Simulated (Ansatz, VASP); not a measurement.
## BiAu: VASP beside Ansatz

The input POSCAR:

```
BiAu
1.0
    0.0000000000      3.1646953334      3.1646953334
    3.1646953334      0.0000000000      3.1646953334
    3.1646953334      3.1646953334      0.0000000000
Au Bi
1 1
Direct
    0.0000000000      0.0000000000      0.0000000000
    0.2500000000      0.2500000000      0.2500000000
```

The input INCAR.step1:

```
SYSTEM = BiAu
PREC = Accurate
ENCUT = 520
ISMEAR = 0
SIGMA = 0.05
LREAL = .FALSE.
LASPH = .TRUE.
NELM = 80
NBANDS = 20
GGA = PE
ALGO = Normal
EDIFF = 1E-4
LWAVE = .TRUE.
LCHARG = .FALSE.
```

INCAR.step2

```
SYSTEM = BiAu
PREC = Accurate
ENCUT = 520
EDIFF = 1E-6
ISMEAR = 0
SIGMA = 0.05
LREAL = .FALSE.
LASPH = .TRUE.
NELM = 80
ALGO = Normal
ISIF = 2
LWAVE = .FALSE.
LCHARG = .TRUE.
METAGGA = R2SCAN
LMIXTAU = .TRUE.
LELF = .TRUE.
LVHAR = .TRUE.
NBANDS = 20
ISTART = 1
```

Contents of KPOINTS:

```
regular mesh
0
G
  10 10 10
  0 0 0
```

Input for Ansatz:

```yaml
crystal:
  lattice:
    - [0.0, 3.1646953334, 3.1646953334]
    - [3.1646953334, 0.0, 3.1646953334]
    - [3.1646953334, 3.1646953334, 0.0]
  atoms:
    - { symbol: Au, position: [0.0, 0.0, 0.0] }
    - { symbol: Bi, position: [0.25, 0.25, 0.25] }
basis:
  ecutwfc: 500
  ecutrho_ratio: 4
kpoints:
  mp_grid: { grid: [10, 10, 10] }
hamiltonian:
  xc: r2scan
scf:
  occupations: { method: gaussian, width: 0.05 }
output:
  forces: true
  stress: true
  eigenvalues: true
```

Alike in both runs: task single point; functional r2SCAN; k mesh 10 × 10 × 10; occupations gaussian, width 0.05 eV; no spin polarisation.

```csv
,VASP,Ansatz
version,VASP 6.6.1,Ansatz 0.2.0
potentials or method,"VASP PAW PBE potentials, release 64 (Au, Bi_d), cutoff 520 eV","scalar-relativistic, plane waves, PAW"
valence electrons in the cell,26,34
```

```tsv
	VASP	Ansatz	Ansatz less VASP
gap on the k mesh at the Fermi level (eV)	none	none	-
pressure (GPa)	1.3	1.3	-0.04
```

VASP's potentials were made for PBE, not for r2SCAN. A gap of «none» marks a metal or a gap that the smearing closes. VASP's potentials hold 26 valence electrons a cell and Ansatz's 34, so a difference there can come from the potentials and not from the codes.

Spin-orbit coupling is off throughout.
